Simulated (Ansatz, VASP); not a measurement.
Two plane-wave programs on F

Contents of INCAR:

```
SYSTEM = F
PREC = Accurate
ENCUT = 520
EDIFF = 1E-6
ISMEAR = 0
SIGMA = 0.05
LREAL = .FALSE.
LASPH = .TRUE.
NELM = 100
ALGO = Normal
ISIF = 2
LWAVE = .FALSE.
LCHARG = .TRUE.
GGA = PS
LELF = .TRUE.
LVHAR = .TRUE.
NBANDS = 22
```

KPOINTS

```
regular mesh
0
G
  4 4 2
  0 0 0
```

File POSCAR:

```
F
1.0
    3.0414923524     -1.7480498951     -0.2345861287
    3.0414923524      1.7480498951     -0.2345861287
   -2.2869699080      0.0000000000      7.0004610119
F
4
Direct
    0.0848459664      0.0848459664      0.0860117137
    0.9151540336      0.9151540336      0.9139882863
    0.5015719855      0.5015719855      0.5937195244
    0.4984280145      0.4984280145      0.4062804756
```

Input for Ansatz:

```yaml
crystal:
  lattice:
    - [3.0414923524, -1.7480498951, -0.2345861287]
    - [3.0414923524, 1.7480498951, -0.2345861287]
    - [-2.286969908, 0.0, 7.0004610119]
  atoms:
    - { symbol: F, position: [0.0848459664, 0.0848459664, 0.0860117137] }
    - { symbol: F, position: [0.9151540336, 0.9151540336, 0.9139882863] }
    - { symbol: F, position: [0.5015719855, 0.5015719855, 0.5937195244] }
    - { symbol: F, position: [0.4984280145, 0.4984280145, 0.4062804756] }
basis:
  ecutwfc: 520.0
kpoints:
  mp_grid: { grid: [4, 4, 2] }
hamiltonian:
  xc: pbesol
scf:
  occupations: { method: gaussian, width: 0.05 }
output:
  forces: true
  stress: true
  eigenvalues: true
```

Alike in both runs: task single point; functional PBEsol; k mesh 4 × 4 × 2; occupations gaussian, width 0.05 eV; no spin polarisation.

|  | VASP | Ansatz |
| --- | --- | --- |
| version | VASP 6.6.1 | Ansatz 0.2.0 |
| potentials or method | VASP PAW PBE potentials, release 64 (F), cutoff 520 eV | scalar-relativistic, plane waves, PAW |
| valence electrons in the cell | 28 | 28 |

```tsv
	VASP	Ansatz	Ansatz less VASP
gap on the k mesh at the Fermi level (eV)	3.33	3.42	+0.083
least direct gap on the mesh (eV)	3.39	3.47	+0.082
pressure (GPa)	7.3	6.5	-0.76
traceless stress, the component that is largest in VASP (GPa)	10.61	8.68	-1.930
rms of the force components (eV/Å)	2.681	2.301	-0.3804
```

VASP's potentials were made for PBE, not for PBEsol. Atom by atom the forces differ by 0.400 eV/Å (rms over components). With one functional, cell and mesh, what is left measures potentials, basis and numerics.

The k mesh is coarse, so the values compare programs but aren't converged.
